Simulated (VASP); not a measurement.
# NiO (Fm-3m) in VASP: single point with PBE+U

Aim: the single point of NiO with PBE+U.

Everything below comes from runs of VASP 6.6.1. Logs are shortened: lines on timing, memory, paths and dates and some standing lists are left out, and cuts for length are marked.

## 1. The cell of the first run

The structure is cubic, space group Fm-3m (No. 225). Conventional cell: a = 4.268 Å, b = 4.268 Å, c = 4.268 Å, α = 90.00°, β = 90.00°, γ = 90.00°. Within 2.8 Å of Ni (site symmetry m-3m) lie 6 O at 2.13 Å. Within 2.8 Å of O (site symmetry m-3m) lie 6 Ni at 2.13 Å.

## 2. Single point, PBE+U, collinear spin, ferromagnetic start (9.72 Å³/atom)

INCAR

```
  ALGO = Normal
  EDIFF = 1E-6
  ENCUT = 700
  GGA = PE
  GGA_COMPAT = F
  ISIF = 2
  ISMEAR = 0
  ISPIN = 2
  LASPH = T
  LCHARG = F
  LDAU = T
  LDAUJ = 0 0
  LDAUL = 2 -1
  LDAUPRINT = 1
  LDAUTYPE = 2
  LDAUU = 6.2 0
  LMAXMIX = 4
  LORBIT = 11
  LREAL = F
  LWAVE = F
  MAGMOM = 1.91 0.21
  NBANDS = 23
  NELM = 200
  PREC = Accurate
  SIGMA = 0.05
```

KPOINTS

```
k-points
0
Gamma
  10 10 10
```

POSCAR

```
NiO
1.0
    0.0000000000      2.1337896542      2.1337896542
    2.1337896542      0.0000000000      2.1337896542
    2.1337896542      2.1337896542      0.0000000000
Ni O
1 1
Direct
    0.0000000000      0.0000000000      0.0000000000
    0.5000000000      0.5000000000      0.5000000000
```

Potentials or basis: VASP PAW PBE potentials, release 64 (Ni_sv_GW, O).

On the command line:

```bash
$ cat potpaw_PBE.64/Ni_sv_GW/POTCAR potpaw_PBE.64/O/POTCAR > POTCAR
$ mpirun -np 1 vasp_std > vasp.out
```

OUTCAR:

```text
EDIFF = 1E-6
   ENCUT = 700
   GGA = PE
   ISIF = 2
   ISMEAR = 0
   ISPIN = 2
   LASPH = T
   LORBIT = 11
   LREAL = F
   NELM = 200
   PREC = Accurate

 ion  position               nearest neighbor table
   1  0.000  0.000  0.000-   2 2.13   2 2.13   2 2.13   2 2.13   2 2.13   2 2.13
   2  0.500  0.500  0.500-   1 2.13   1 2.13   1 2.13   1 2.13   1 2.13   1 2.13

  LATTYP: Found a face centered cubic cell.
 ALAT       =     4.2675793084

  Lattice vectors:

 A1 = (   0.0000000000,   2.1337896542,   2.1337896542)
 A2 = (   2.1337896542,   0.0000000000,   2.1337896542)
 A3 = (   2.1337896542,   2.1337896542,   0.0000000000)

Analysis of symmetry for initial positions (statically):
=====================================================================
 Subroutine PRICEL returns:
 Original cell was already a primitive cell.

 Routine SETGRP: Setting up the symmetry group for a
 face centered cubic supercell.

 Subroutine GETGRP returns: Found 48 space group operations
 (whereof 48 operations were pure point group operations)
 out of a pool of 48 trial point group operations.

The static configuration has the point symmetry O_h .

Analysis of symmetry for dynamics (positions and initial velocities):
=====================================================================
 Subroutine PRICEL returns:
 Original cell was already a primitive cell.

 Routine SETGRP: Setting up the symmetry group for a
 face centered cubic supercell.

 Subroutine GETGRP returns: Found 48 space group operations
 (whereof 48 operations were pure point group operations)
 out of a pool of 48 trial point group operations.

The dynamic configuration has the point symmetry O_h .

Analysis of structural, dynamic, and magnetic symmetry:
=====================================================================
 Subroutine PRICEL returns:
 Original cell was already a primitive cell.

 Routine SETGRP: Setting up the symmetry group for a
 face centered cubic supercell.

 Subroutine GETGRP returns: Found 48 space group operations
 (whereof 48 operations were pure point group operations)
 out of a pool of 48 trial point group operations.

The overall configuration has the point symmetry O_h .

 Subroutine INISYM returns: Found 48 space group operations
 (whereof 48 operations are pure point group operations),
 and found     1 'primitive' translations

----------------------------------------------------------------------------------------

                                     Primitive cell

  volume of cell :      19.4305

  direct lattice vectors                    reciprocal lattice vectors
     0.000000000  2.133789654  2.133789654    -0.234324878  0.234324878  0.234324878
     2.133789654  0.000000000  2.133789654     0.234324878 -0.234324878  0.234324878
     2.133789654  2.133789654  0.000000000     0.234324878  0.234324878 -0.234324878

  length of vectors
     3.017634268  3.017634268  3.017634268     0.405862594  0.405862594  0.405862594

  position of ions in fractional coordinates (direct lattice)
     0.000000000  0.000000000  0.000000000
     0.500000000  0.500000000  0.500000000

  ion indices of the primitive-cell ions
   primitive index   ion index
                 1           1
                 2           2

----------------------------------------------------------------------------------------

 KPOINTS: k-points

Automatic generation of k-mesh.
 Grid dimensions read from file:
 generate k-points for:   10   10   10

 Generating k-lattice:

  Cartesian coordinates                     Fractional coordinates (reciprocal lattice)
[... 58 lines left out ...]
   ENCUT  =  700.0 eV  51.45 Ry    7.17 a.u.   6.51  6.51  6.51*2*pi/ulx,y,z
   NELM   =    200;   NELMIN=  2; NELMDL= -5     # of ELM steps
   EDIFF  = 0.1E-05   stopping-criterion for ELM
   LREAL  =      F    real-space projection
   EDIFFG = 0.1E-04   stopping-criterion for IOM
   NSW    =      0    number of steps for IOM
   IBRION =     -1    ionic relax: 0-MD 1-quasi-New 2-CG
   NFREE  =      0    steps in history (QN), initial steepest desc. (CG)
   ISIF   =      2    stress and relaxation
   ISYM   =      2    0-nonsym 1-usesym 2-fastsym
   POTIM  = 0.5000    time-step for ionic-motion
   TEBEG  =    0.0;   TEEND  =   0.0 temperature during run
   PSTRESS=    0.0 pullay stress
   NELECT =      24.0000    total number of electrons
   NUPDOWN=      -1.0000    fix difference up-down
   EMIN   =  10.00;   EMAX   =-10.00  energy-range for DOS
   EFERMI =   0.00;   METHOD = LEGACY
   ISMEAR =     0;   SIGMA  =   0.05  broadening in eV -4-tet -1-fermi 0-gaus
   EFERMI_NEDOS =   21; number of points for ismear=-14 and -15
   IALGO  =     38    algorithm
   IMIX   =      4    mixing-type and parameters
     AMIX     =   0.40;   BMIX     =  1.00
     AMIX_MAG =   1.60;   BMIX_MAG =  1.00
  volume/ion in A,a.u.               =       9.72        65.56
  Fermi-wavevector in a.u.,A,eV,Ry     =   1.756509  3.319320 41.978366  3.085323
  Thomas-Fermi vector in A             =   2.826045
   LORBIT       =     11    0 simple, 1 ext, 2 COOP (PROOUT), +10 PAW based schemes
 LDA+U is selected, type is set to LDAUTYPE =  2
   angular momentum for each species LDAUL =     2   -1
   U (eV)           for each species LDAUU =   6.2  0.0
   J (eV)           for each species LDAUJ =   0.0  0.0
   GGA     = PE    functional components
   LHFCALC =     F    Hartree Fock is set to
   AEXX    =    0.0000 exact exchange contribution
   IVDW    =     0    specifies the selected vdW correction
   LEPSILON=     F    determine dielectric tensor
   LRPA    =     F    only Hartree local field effects (RPA)
 spin polarized calculation
 Gauss-broadening in eV      SIGMA  =   0.05
  energy-cutoff  :      700.00
  volume of cell :       19.43
 maximum number of plane-waves:       869
 NGX is ok and might be reduce to    28
   NGX = 13   NGY = 13   NGZ = 13

atom =   1  type =  1  l = 2

 onsite density matrix

spin component  1

  0.9390  0.0000  0.0000  0.0000 -0.0000
  0.0000  0.9390  0.0000  0.0000  0.0000
  0.0000  0.0000  0.9671  0.0000  0.0000
  0.0000  0.0000  0.0000  0.9390 -0.0000
 -0.0000  0.0000  0.0000 -0.0000  0.9671

spin component  2

  0.9319  0.0000  0.0000  0.0000  0.0000
  0.0000  0.9319  0.0000  0.0000  0.0000
  0.0000  0.0000  0.0886 -0.0000  0.0000
  0.0000  0.0000 -0.0000  0.9319 -0.0000
  0.0000  0.0000  0.0000 -0.0000  0.0886

 occupancies and eigenvectors

  o =  0.0886  v =  0.0000  0.0000  0.0000  0.0000  0.0000  0.0000  0.0000 -0.0963 -0.0000  0.9953      0.0000  0.0000  0.0000  0.0000  0.0000  0.0000  0.0000  0.0000  0.0000  0.0000
  o =  0.0886  v =  0.0000  0.0000  0.0000  0.0000  0.0000  0.0000  0.0000  0.9953 -0.0000  0.0963      0.0000  0.0000  0.0000  0.0000  0.0000  0.0000  0.0000  0.0000  0.0000  0.0000
  o =  0.9319  v =  0.0000  0.0000  0.0000  0.0000  0.0000  0.0000  0.8393 -0.0000  0.5437 -0.0000      0.0000  0.0000  0.0000  0.0000  0.0000  0.0000  0.0000  0.0000  0.0000  0.0000
  o =  0.9319  v =  0.0000  0.0000  0.0000  0.0000  0.0000  0.0000  0.5437 -0.0000 -0.8393 -0.0000      0.0000  0.0000  0.0000  0.0000  0.0000  0.0000  0.0000  0.0000  0.0000  0.0000
  o =  0.9319  v =  0.0000  0.0000  0.0000  0.0000  0.0000  1.0000  0.0000  0.0000  0.0000  0.0000      0.0000  0.0000  0.0000  0.0000  0.0000  0.0000  0.0000  0.0000  0.0000  0.0000
  o =  0.9390  v =  0.0000  0.0315  0.0000 -0.9995 -0.0000  0.0000  0.0000  0.0000  0.0000  0.0000      0.0000  0.0000  0.0000  0.0000  0.0000  0.0000  0.0000  0.0000  0.0000  0.0000
  o =  0.9390  v =  1.0000  0.0000  0.0000  0.0000  0.0000  0.0000  0.0000  0.0000  0.0000  0.0000      0.0000  0.0000  0.0000  0.0000  0.0000  0.0000  0.0000  0.0000  0.0000  0.0000
  o =  0.9390  v =  0.0000 -0.9995  0.0000 -0.0315 -0.0000  0.0000  0.0000  0.0000  0.0000  0.0000      0.0000  0.0000  0.0000  0.0000  0.0000  0.0000  0.0000  0.0000  0.0000  0.0000
  o =  0.9671  v =  0.0000  0.0000  0.9997  0.0000 -0.0237  0.0000  0.0000  0.0000  0.0000  0.0000      0.0000  0.0000  0.0000  0.0000  0.0000  0.0000  0.0000  0.0000  0.0000  0.0000
  o =  0.9671  v =  0.0000 -0.0000  0.0237 -0.0000  0.9997  0.0000  0.0000  0.0000  0.0000  0.0000      0.0000  0.0000  0.0000  0.0000  0.0000  0.0000  0.0000  0.0000  0.0000  0.0000

 number of electron      23.9999994 magnetization       2.0000185

 Free energy of the ion-electron system (eV)
  ---------------------------------------------------
  ext. energy  EPLUGINS =         0.00000000
  ---------------------------------------------------
  free energy    TOTEN  =       -10.25884233 eV

  energy without entropy =      -10.25884233  energy(sigma->0) =      -10.25884233

 E-fermi :   5.8200     XC(G=0): -12.6170

 val. band max:        5.4239716139   @ k =   0.5000   0.0000   0.0000
 cond. band min:       7.4272691099   @ k =   0.0000   0.0000   0.0000
 fundamental gap:      2.0032974959
 Fermi energy:         5.8199657924

 spin component 1

 k-point     1 :       0.0000    0.0000    0.0000
  band No.  band energies     occupation
      1     -98.5929      1.00000
      2     -58.9676      1.00000
      3     -58.9676      1.00000
      4     -58.9676      1.00000
      5     -13.1810      1.00000
      6      -0.1172      1.00000
[... 1241 lines left out ...]
     22      37.6053      0.00000
     23      37.6211      0.00000

 [... further k-points ...]
[... 5 lines left out ...]
  --------------------------------------------------------------------------------------
  -------------------------------------------------------------------------------------
  Total       -0.2723514     -0.2723514     -0.2723514      0.0000000      0.0000000      0.0000000
  in kB      -22.4571894    -22.4571894    -22.4571894      0.0000000      0.0000000      0.0000000
  external PRESSURE =     -22.4571894 kB  Pullay stress =       0.0000000 kB

 VOLUME and BASIS-vectors are now :
 -----------------------------------------------------------------------------
  energy-cutoff  :      700.00
  volume of cell :       19.43
      direct lattice vectors                 reciprocal lattice vectors
     0.000000000  2.133789654  2.133789654    -0.234324878  0.234324878  0.234324878
     2.133789654  0.000000000  2.133789654     0.234324878 -0.234324878  0.234324878
     2.133789654  2.133789654  0.000000000     0.234324878  0.234324878 -0.234324878

 POSITION                                       TOTAL-FORCE (eV/Angst)
 -----------------------------------------------------------------------------------
      0.00000      0.00000      0.00000        -0.000000     -0.000000     -0.000000
      2.13379      2.13379      2.13379         0.000000      0.000000      0.000000
 -----------------------------------------------------------------------------------
    total drift:                                0.000000      0.000000      0.000000

  FREE ENERGIE OF THE ION-ELECTRON SYSTEM (eV)
  ---------------------------------------------------
  free  energy   TOTEN  =       -10.2588423311 eV

  energy  without entropy=      -10.2588423311  energy(sigma->0) =      -10.25884233

 total charge

# of ion       s       p       d       f       tot
--------------------------------------------------
    1        2.155   6.203   7.699   0.008  16.065
    2        1.544   3.465   0.000   0.000   5.010
--------------------------------------------------
tot          3.699   9.668   7.699   0.008  21.074

 magnetization (x)

# of ion       s       p       d       f       tot
--------------------------------------------------
    1        0.010   0.012   1.775   0.001   1.797
    2        0.020   0.143   0.000   0.000   0.164
--------------------------------------------------
tot          0.030   0.155   1.775   0.001   1.961
```

It took 45 s on 1 thread of AMD EPYC 9R45 (Zen 5), shared host; peak memory 0.19 GiB.

Results:

```
Free energy                                           : -10.2588 eV
Pressure                                              : -2.2 GPa
Band gap on the k mesh                                : 2.00 eV (least direct gap 3.17 eV)
Net moment                                            : 2.00 μB per cell
Site moments                                          : Ni +1.80; O +0.16 μB
Valence electrons inside the program's atomic spheres : Ni 16.07; O 5.01
```

Eigenvalues of the final occupation matrices:
```tsv
site	spin	trace	eigenvalues
site 1 d	1	4.75	0.94 0.94 0.94 0.97 0.97
site 1 d	2	2.97	0.09 0.09 0.93 0.93 0.93
```

Caveat: a cell with one magnetic atom can't hold antiferromagnetic order, which such compounds often take.
